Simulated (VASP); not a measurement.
# SrO (Fm-3m) in VASP: further runs

Aim: see how the results for SrO move with the level of theory and the settings. Levels: PBEsol+D4, RPBE+D3(BJ). Tasks: relaxation of cell and atoms.

All numbers are computed with VASP 6.6.1; they aren't measurements. Logs are shortened: lines on timing, memory, paths and dates and some standing lists are left out, and cuts for length are marked.

## 1. The cell of the first run

Symmetry: Fm-3m, No. 225, cubic system. Conventional cell: a = 5.133 Å, b = 5.133 Å, c = 5.133 Å, α = 90.00°, β = 90.00°, γ = 90.00°. Sr (site symmetry m-3m) has 6 O at 2.57 Å within 3.4 Å. Within 3.4 Å of O (site symmetry m-3m) lie 6 Sr at 2.57 Å.

## 2. Relaxation of cell and atoms, PBEsol+D4

INCAR reads:

```
SYSTEM = SrO
  PREC = Accurate
  ENCUT = 600
  EDIFF = 1E-6
  ISMEAR = -1
  SIGMA = 0.05
  LREAL = .FALSE.
  LASPH = .TRUE.
  NELM = 80
  ALGO = Normal
  ISIF = 3
  LWAVE = .FALSE.
  LCHARG = .FALSE.
  GGA = PS
  IVDW = 13
  IBRION = 2
  NSW = 60
  EDIFFG = -0.01
```

KPOINTS reads:

```
Automatic mesh
0
G
  9 9 9
  0 0 0
```

POSCAR reads:

```
SrO
1.0
    0.0000000000      2.5663000000      2.5663000000
    2.5663000000      0.0000000000      2.5663000000
    2.5663000000      2.5663000000      0.0000000000
Sr O
1 1
Direct
    0.5000000000      0.5000000000      0.5000000000
    0.0000000000      0.0000000000      0.0000000000
```

Potentials or basis: VASP PAW PBE potentials, release 64 (Sr_sv, O).

The run is started by

```bash
> cat potpaw_PBE.64/Sr_sv/POTCAR potpaw_PBE.64/O/POTCAR > POTCAR
> mpirun -np 1 vasp_std > vasp.out
```

OUTCAR:

```text
SYSTEM = SrO
   PREC = Accurate
   ENCUT = 600
   EDIFF = 1E-6
   ISMEAR = -1
   LREAL = .FALSE.
   LASPH = .TRUE.
   NELM = 80
   ISIF = 3
   GGA = PS
   IVDW = 13
   IBRION = 2
   NSW = 60
   EDIFFG = -0.01

 ion  position               nearest neighbor table
   1  0.500  0.500  0.500-   2 2.57   2 2.57   2 2.57   2 2.57   2 2.57   2 2.57
   2  0.000  0.000  0.000-   1 2.57   1 2.57   1 2.57   1 2.57   1 2.57   1 2.57

  LATTYP: Found a face centered cubic cell.
 ALAT       =     5.1326000000

  Lattice vectors:

 A1 = (   0.0000000000,   2.5663000000,   2.5663000000)
 A2 = (   2.5663000000,   0.0000000000,   2.5663000000)
 A3 = (   2.5663000000,   2.5663000000,   0.0000000000)

Analysis of symmetry for initial positions (statically):
=====================================================================
 Subroutine PRICEL returns:
 Original cell was already a primitive cell.

 Routine SETGRP: Setting up the symmetry group for a
 face centered cubic supercell.

 Subroutine GETGRP returns: Found 48 space group operations
[... 9 lines left out ...]

 Routine SETGRP: Setting up the symmetry group for a
 face centered cubic supercell.

 Subroutine GETGRP returns: Found 48 space group operations
[... 11 lines left out ...]
                                     Primitive cell

  volume of cell :      33.8028

  direct lattice vectors                    reciprocal lattice vectors
     0.000000000  2.566300000  2.566300000    -0.194833028  0.194833028  0.194833028
     2.566300000  0.000000000  2.566300000     0.194833028 -0.194833028  0.194833028
     2.566300000  2.566300000  0.000000000     0.194833028  0.194833028 -0.194833028

  length of vectors
     3.629296265  3.629296265  3.629296265     0.337460704  0.337460704  0.337460704

  position of ions in fractional coordinates (direct lattice)
     0.500000000  0.500000000  0.500000000
     0.000000000  0.000000000  0.000000000

  ion indices of the primitive-cell ions
   primitive index   ion index
                 1           1
                 2           2

----------------------------------------------------------------------------------------

 KPOINTS: Automatic mesh

Automatic generation of k-mesh.
 Grid dimensions read from file:
 generate k-points for:    9    9    9

 Generating k-lattice:

  Cartesian coordinates                     Fractional coordinates (reciprocal lattice)
    -0.021648114  0.021648114  0.021648114     0.111111111  0.000000000  0.000000000
     0.021648114 -0.021648114  0.021648114     0.000000000  0.111111111  0.000000000
     0.021648114  0.021648114 -0.021648114     0.000000000  0.000000000  0.111111111

  Length of vectors
     0.037495634  0.037495634  0.037495634

  Shift w.r.t. Gamma in fractional coordinates (k-lattice)
     0.000000000  0.000000000  0.000000000

 Subroutine IBZKPT returns following result:
 ===========================================

 Found     35 irreducible k-points:

 Following reciprocal coordinates:
            Coordinates               Weight
  0.000000  0.000000  0.000000      1.000000
  0.111111  0.000000  0.000000      8.000000
  0.222222  0.000000  0.000000      8.000000
  0.333333  0.000000  0.000000      8.000000
  0.444444  0.000000  0.000000      8.000000
  0.111111  0.111111  0.000000      6.000000
[... 16 lines left out ...]
 -0.333333  0.333333  0.000000     12.000000
  0.444444  0.444444  0.000000      6.000000
 [... further k-points ...]
   k-points           NKPTS =     35   k-points in BZ     NKDIM =     35   number of bands    NBANDS=     12
   number of dos      NEDOS =    301   number of ions     NIONS =      2
   total plane-waves  NPLWV =  27000
   dimension x,y,z NGX =    30 NGY =   30 NGZ =   30
   dimension x,y,z NGXF=    60 NGYF=   60 NGZF=   60
   ions per type =               1   1
   NGX,Y,Z   is equivalent  to a cutoff of  13.74, 13.74, 13.74 a.u.
   NGXF,Y,Z  is equivalent  to a cutoff of  27.48, 27.48, 27.48 a.u.
 SYSTEM =  SrO
   PREC   = accura    normal or accurate (medium, high low for compatibility)
   ISTART =      0    job   : 0-new  1-cont  2-samecut
   ICHARG =      2    charge: 1-file 2-atom 10-const
   ISPIN  =      1    spin polarized calculation?
   LNONCOLLINEAR =      F non collinear calculations
   LSORBIT =      F    spin-orbit coupling
   LASPH  =      T    aspherical Exc in radial PAW
   ENCUT  =  600.0 eV  44.10 Ry    6.64 a.u.   7.25  7.25  7.25*2*pi/ulx,y,z
   NELM   =     80;   NELMIN=  2; NELMDL= -5     # of ELM steps
   EDIFF  = 0.1E-05   stopping-criterion for ELM
   LREAL  =      F    real-space projection
   EDIFFG = -.1E-01   stopping-criterion for IOM
   NSW    =     60    number of steps for IOM
   IBRION =      2    ionic relax: 0-MD 1-quasi-New 2-CG
   NFREE  =      1    steps in history (QN), initial steepest desc. (CG)
   ISIF   =      3    stress and relaxation
   ISYM   =      2    0-nonsym 1-usesym 2-fastsym
   POTIM  = 0.5000    time-step for ionic-motion
   TEBEG  =    0.0;   TEEND  =   0.0 temperature during run
   PSTRESS=    0.0 pullay stress
   NELECT =      16.0000    total number of electrons
   NUPDOWN=      -1.0000    fix difference up-down
   EMIN   =  10.00;   EMAX   =-10.00  energy-range for DOS
   EFERMI =   0.00;   METHOD = LEGACY
   ISMEAR =    -1;   SIGMA  =   0.05  broadening in eV -4-tet -1-fermi 0-gaus
   EFERMI_NEDOS =   21; number of points for ismear=-14 and -15
   IALGO  =     38    algorithm
   IMIX   =      4    mixing-type and parameters
     AMIX     =   0.40;   BMIX     =  1.00
     AMIX_MAG =   1.60;   BMIX_MAG =  1.00
  volume/ion in A,a.u.               =      16.90       114.06
  Fermi-wavevector in a.u.,A,eV,Ry     =   1.275843  2.410995 22.147245  1.627777
  Thomas-Fermi vector in A             =   2.408533
   LORBIT       =      0    0 simple, 1 ext, 2 COOP (PROOUT), +10 PAW based schemes
   GGA     = PS    functional components
   LHFCALC =     F    Hartree Fock is set to
   AEXX    =    0.0000 exact exchange contribution
   IVDW    =    13    specifies the selected vdW correction
   LEPSILON=     F    determine dielectric tensor
   LRPA    =     F    only Hartree local field effects (RPA)
 conjugate gradient relaxation of ions
 non-spin polarized calculation
  energy-cutoff  :      600.00
  volume of cell :       33.80
 maximum number of plane-waves:      1147
 NGX is ok and might be reduce to    30
   NGX = 15   NGY = 15   NGZ = 15

--------------------------------------- Ionic step        1  -------------------------------------------

 number of electron      15.9999997 magnetization

 Free energy of the ion-electron system (eV)
  ---------------------------------------------------
  ext. energy  EPLUGINS =         0.00000000
  ---------------------------------------------------
  free energy    TOTEN  =       -12.64112532 eV

  energy without entropy =      -12.64112532  energy(sigma->0) =      -12.64112532

------------------------ aborting loop because EDIFF is reached ----------------------------------------

  DFT-D4 for vdW energy calculation

  Edisp (eV):   -0.20163

  FORCE on cell =-STRESS in cart. coord.  units (eV):
  Direction    XX          YY          ZZ          XY          YZ          ZX
  --------------------------------------------------------------------------------------
  -------------------------------------------------------------------------------------
  Total      -0.21711    -0.21711    -0.21711     0.00000     0.00000     0.00000
  in kB     -10.29056   -10.29056   -10.29056     0.00000     0.00000     0.00000
  external pressure =      -10.29 kB  Pullay stress =        0.00 kB

 VOLUME and BASIS-vectors are now :
 -----------------------------------------------------------------------------
  energy-cutoff  :      600.00
  volume of cell :       33.80
      direct lattice vectors                 reciprocal lattice vectors
     0.000000000  2.566300000  2.566300000    -0.194833028  0.194833028  0.194833028
     2.566300000  0.000000000  2.566300000     0.194833028 -0.194833028  0.194833028
     2.566300000  2.566300000  0.000000000     0.194833028  0.194833028 -0.194833028
[... 41 lines left out ...]
 POSITION                                       TOTAL-FORCE (eV/Angst)
 -----------------------------------------------------------------------------------
      2.55286      2.55286      2.55286         0.000000      0.000000     -0.000000
      2.55286      0.00000      2.55286        -0.000000     -0.000000      0.000000
 -----------------------------------------------------------------------------------
    total drift:                               -0.000000      0.000000      0.000000

  FREE ENERGIE OF THE ION-ELECTRON SYSTEM (eV)
  ---------------------------------------------------
  free  energy   TOTEN  =       -12.8437406088 eV

  energy  without entropy=      -12.8437406087  energy(sigma->0) =      -12.84374061

--------------------------------------- Ionic step        3  -------------------------------------------

 number of electron      15.9999997 magnetization

 Free energy of the ion-electron system (eV)
  ---------------------------------------------------
  ext. energy  EPLUGINS =         0.00000000
  ---------------------------------------------------
  free energy    TOTEN  =       -12.63993024 eV

  energy without entropy =      -12.63993024  energy(sigma->0) =      -12.63993024

 E-fermi :   2.7086     XC(G=0): -10.3566

 val. band max:        1.5660125778   @ k =   0.0000   0.0000   0.0000
 cond. band min:       4.7694631876   @ k =   0.4444   0.4444   0.0000
 fundamental gap:      3.2034506098
 Fermi energy:         2.7085573770

 k-point     1 :       0.0000    0.0000    0.0000
  band No.  band energies     occupation
      1     -30.6138      2.00000
      2     -13.4526      2.00000
      3     -12.2485      2.00000
      4     -12.2485      2.00000
      5     -12.2485      2.00000
      6       1.5660      2.00000
      7       1.5660      2.00000
      8       1.5660      2.00000
      9       5.5071      0.00000
     10       7.7633      0.00000
     11       7.7633      0.00000
     12       7.7633      0.00000

 k-point     2 :       0.1111    0.0000    0.0000
  band No.  band energies     occupation
      1     -30.5963      2.00000
      2     -13.7561      2.00000
      3     -12.2589      2.00000
      4     -12.2589      2.00000
      5     -11.9877      2.00000
      6       1.1789      2.00000
      7       1.3997      2.00000
      8       1.3997      2.00000
      9       6.0868      0.00000
     10       7.6241      0.00000
     11       8.0137      0.00000
     12       8.0137      0.00000
[... 316 lines left out ...]
 k-point    24 :       0.4444    0.4444    0.0000
  band No.  band energies     occupation
      1     -30.4226      2.00000
      2     -13.7242      2.00000
      3     -12.9411      2.00000
      4     -12.6343      2.00000
      5     -12.6343      2.00000
      6       1.0441      2.00000
      7       1.4822      2.00000
      8       1.4822      2.00000
      9       4.7695      0.00000
     10       9.3243      0.00000
     11      11.7962      0.00000
     12      11.9469      0.00000

 [... further k-points ...]

------------------------ aborting loop because EDIFF is reached ----------------------------------------

  DFT-D4 for vdW energy calculation

  Edisp (eV):   -0.20404

  FORCE on cell =-STRESS in cart. coord.  units (eV):
  Direction    XX          YY          ZZ          XY          YZ          ZX
  --------------------------------------------------------------------------------------
  -------------------------------------------------------------------------------------
  Total       0.00120     0.00120     0.00120     0.00000     0.00000    -0.00000
  in kB       0.05768     0.05768     0.05768     0.00000     0.00000    -0.00000
  external pressure =        0.06 kB  Pullay stress =        0.00 kB

 VOLUME and BASIS-vectors are now :
 -----------------------------------------------------------------------------
  energy-cutoff  :      600.00
  volume of cell :       33.43
      direct lattice vectors                 reciprocal lattice vectors
     0.000000000  2.556868766  2.556868766    -0.195551687  0.195551687  0.195551687
     2.556868766  0.000000000  2.556868766     0.195551687 -0.195551687  0.195551687
     2.556868766  2.556868766 -0.000000000     0.195551687  0.195551687 -0.195551687

 POSITION                                       TOTAL-FORCE (eV/Angst)
 -----------------------------------------------------------------------------------
      2.55687      2.55687      2.55687        -0.000000     -0.000000     -0.000000
      0.00000      0.00000      0.00000         0.000000      0.000000      0.000000
 -----------------------------------------------------------------------------------
    total drift:                               -0.000000      0.000000      0.000000

  FREE ENERGIE OF THE ION-ELECTRON SYSTEM (eV)
  ---------------------------------------------------
  free  energy   TOTEN  =       -12.8439660750 eV

  energy  without entropy=      -12.8439660750  energy(sigma->0) =      -12.84396607

 reached required accuracy - stopping structural energy minimisation
```

Wall time 43 s (1 thread of Intel Xeon Platinum 8375C at 2.90GHz (Ice Lake), shared host); peak memory 0.18 GiB.

What came out:

| Item | Value |
| --- | --- |
| Free energy | -12.8440 eV |
| Relaxed volume | 16.72 Å³/atom |
| Relaxed cell | a = 3.616 Å, b = 3.616 Å, c = 3.616 Å, α = 60.00°, β = 60.00°, γ = 60.00° |
| Space group after relaxing (to 0.05 Å) | Fm-3m (No. 225) |
| Energy gained by relaxing | 0.6 meV/atom |
| Ionic steps | 3 |
| Pressure after relaxing | 0.0 GPa |
| Band gap on the k mesh | 3.20 eV, indirect (least direct gap 3.29 eV) |
| Dispersion energy per atom | -0.102 eV |

The path:
| step | energy change (eV) | largest force (eV/Å) | pressure (GPa) | volume (Å³) |
| --- | --- | --- | --- | --- |
| 1 | 0.0000 | 0.0000 | -1.03 | 33.80 |
| 2 | -0.0010 | 0.0000 | 0.46 | 33.27 |
| 3 | -0.0012 | 0.0000 | 0.01 | 33.43 |

Final structure:
```yaml
crystal:
  lattice:
    - [0.00000, 2.55687, 2.55687]
    - [2.55687, 0.00000, 2.55687]
    - [2.55687, 2.55687, 0.00000]
  atoms:
    - { symbol: Sr, position: [0.50000, 0.50000, 0.50000] }
    - { symbol: O, position: [0.00000, 0.00000, 0.00000] }
```

Levels at points of the mesh, in eV from the valence-band top:
| k point | band 5 | band 6 | band 7 | band 8 | band 9 | band 10 | band 11 | band 12 |
| --- | --- | --- | --- | --- | --- | --- | --- | --- |
| (0.00, 0.00, 0.00) | -13.81 | 0.00 | 0.00 | 0.00 | 3.94 | 6.20 | 6.20 | 6.20 |

Caveat: the PAW data sets were made with another functional, which shifts forces and pressure a little.

(Continued in part 2 of 2.)
